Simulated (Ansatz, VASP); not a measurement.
## One calculation of InSe, two programs

```xyz
4
Lattice="2.0182 1.1652 8.3033 -2.0182 1.1652 8.3033 0.0000 -2.3304 8.3033" Properties=species:S:1:pos:R:3 pbc="T T T"
In    0.0000    0.0000    0.0012
In    0.0000    0.0000    2.7943
Se    0.0000    0.0000   15.3231
Se    0.0000    0.0000   20.6837
```

Alike in both runs: task single point; functional PBE; dispersion D3(BJ); k mesh 12 × 12 × 12; occupations gaussian, width 0.02 eV; no spin polarisation.

```csv
,VASP,Ansatz
version,VASP 6.6.1,Ansatz 0.2.0
potentials or method,"VASP PAW PBE potentials, release 64 (In_d, Se), cutoff 520 eV","scalar-relativistic, plane waves, PAW"
valence electrons in the cell,38,58
```

|  | VASP | Ansatz | Ansatz less VASP |
| --- | --- | --- | --- |
| gap on the k mesh at the Fermi level (eV) | 0.29 | 0.30 | +0.013 |
| least direct gap on the mesh (eV) | 0.29 | 0.30 | +0.013 |
| pressure (GPa) | 0.0 | 0.0 | -0.04 |
| rms of the force components (eV/Å) | 0.007 | 0.001 | -0.0064 |

Atom by atom the forces differ by 0.008 eV/Å (rms over components). VASP's potentials hold 38 valence electrons a cell and Ansatz's 58, so a difference there can come from the potentials and not from the codes.
